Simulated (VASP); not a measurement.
Write the native input for VASP 6.6.1 that does the following.

```
Task                   : relaxation of cell and atoms
Functional             : PBEsol
Potentials or basis    : VASP PAW PBE potentials, release 64 (Sn_d)
Cutoff                 : 500 eV
k mesh                 : 10 × 10 × 10
Occupations            : gaussian, width 0.1 eV
Spin                   : no spin polarisation
Target pressure        : 190 GPa
Dipole correction      : no
Further INCAR settings : ALGO = Normal; EDIFF = 1e-07; IBRION = 2; EDIFFG = -0.05; NSW = 80; ISIF = 3
```

The structure of Sn lies in POSCAR:

```
Sn
1.0
   -1.4942699956      1.4942699956      1.4942699956
    1.4942699956     -1.4942699956      1.4942699956
    1.4942699956      1.4942699956     -1.4942699956
Sn
1
Direct
    0.0000000000      0.0000000000      0.0000000000
```

The input as run:

INCAR

```
SYSTEM = Sn
PREC = Accurate ; ENCUT = 500
EDIFF = 1E-7 ; ISMEAR = 0
SIGMA = 0.1 ; LREAL = .FALSE.
LASPH = .TRUE. ; NELM = 120
ALGO = Normal ; ISIF = 3
LWAVE = .FALSE. ; LCHARG = .FALSE.
GGA = PS ; IBRION = 2
NSW = 80 ; EDIFFG = -0.05
PSTRESS = 1900.0 ; GGA_COMPAT = .FALSE.
NELMIN = 4
```

KPOINTS

```
regular mesh
0
G
  10 10 10
  0 0 0
```

Potentials or basis: VASP PAW PBE potentials, release 64 (Sn_d).

Command:

```bash
$ cat potpaw_PBE.64/Sn_d/POTCAR > POTCAR
$ mpirun -np 1 vasp_std > vasp.out
```

Results of the run:

| Quantity | Value |
| --- | --- |
| Relaxed volume | 13.37 Å³/atom |
| Relaxed cell | a = 2.590 Å, b = 2.590 Å, c = 2.590 Å, α = 109.47°, β = 109.47°, γ = 109.47° |
| Space group after relaxing (to 0.05 Å) | Im-3m (No. 229) |
| Energy change on relaxing (the enthalpy is what falls) | -32.6 meV/atom |
| Ionic steps | 3 |
| Pressure after relaxing | 190.0 GPa |
| Band gap on the k mesh | zero (band 7 reaches 32.59 eV, above the bottom of band 8 at 15.45 eV) |

Caveat: the cell is relaxed towards a set pressure, so the enthalpy falls and the energy may rise; the PAW data sets were made with another functional, which shifts forces and pressure a little; spin-orbit coupling is left out, which moves the levels of the heavy elements.

Run time: 23 s on 1 thread of Intel Xeon 8259CL, on a shared host, peak memory 0.13 GiB.
